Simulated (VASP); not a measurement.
Write the native input for VASP 6.6.1 that does the following.

| Quantity | Value |
| --- | --- |
| Task | relaxation of cell and atoms |
| Functional | LDA |
| Potentials or basis | VASP PAW LDA potentials, release 64 (Na_pv, Cl) |
| Cutoff | 600 eV |
| k mesh | 7 × 7 × 7 |
| Occupations | fermi-dirac, width 0.1 eV |
| Spin | no spin polarisation |
| Dipole correction | no |
| Further INCAR settings | ALGO = Normal; EDIFF = 1e-06; IBRION = 2; EDIFFG = -0.02; NSW = 80; ISIF = 3 |

The structure of Na2Cl lies in POSCAR:

```
Na2Cl
1.0
    1.9673870000      1.1358720000      6.7290780000
   -1.9673870000      1.1358720000      6.7290780000
    0.0000000000     -2.2717430000      6.7290780000
Na Cl
2 1
Direct
    0.7510740000      0.7510740000      0.7510740000
    0.2489260000      0.2489260000      0.2489260000
    0.0000000000      0.0000000000      0.0000000000
```

One way to write it, as run:

INCAR

```
  PREC = Accurate
  ENCUT = 600
  EDIFF = 1E-6
  ISMEAR = -1
  SIGMA = 0.1
  LREAL = False
  LASPH = True
  NELM = 100
  ALGO = Normal
  ISIF = 3
  LWAVE = False
  LCHARG = False
  IBRION = 2
  NSW = 80
  EDIFFG = -0.02
```

KPOINTS

```
Automatic mesh
0
Gamma
  7 7 7
```

Potentials or basis: VASP PAW LDA potentials, release 64 (Na_pv, Cl).

The run is started by

```sh
$ cat potpaw_LDA.64/Na_pv/POTCAR potpaw_LDA.64/Cl/POTCAR > POTCAR
$ mpirun -np 1 vasp_std > vasp.out
```

It gave:

```yaml
Relaxed_volume: 26.53 Å³/atom
Relaxed_cell: a = 6.864 Å, b = 6.864 Å, c = 6.864 Å, α = 31.76°, β = 31.76°, γ = 31.76°
Space_group_after_relaxing_to_0.05_Å: R-3m (No. 166)
Energy_gained_by_relaxing: 19.3 meV/atom
Ionic_steps: 9
Pressure_after_relaxing: 0.0 GPa
Largest_force_after_relaxing: 0.020 eV/Å
```

Caveat: an odd number of electrons without spin polarisation forces a metal; a magnetic or distorted state may lie lower.

Wall time 11 min on 1 thread of Intel(R) Xeon(R) Platinum 8488C (Sapphire Rapids) (shared host), peak memory 0.41 GiB.
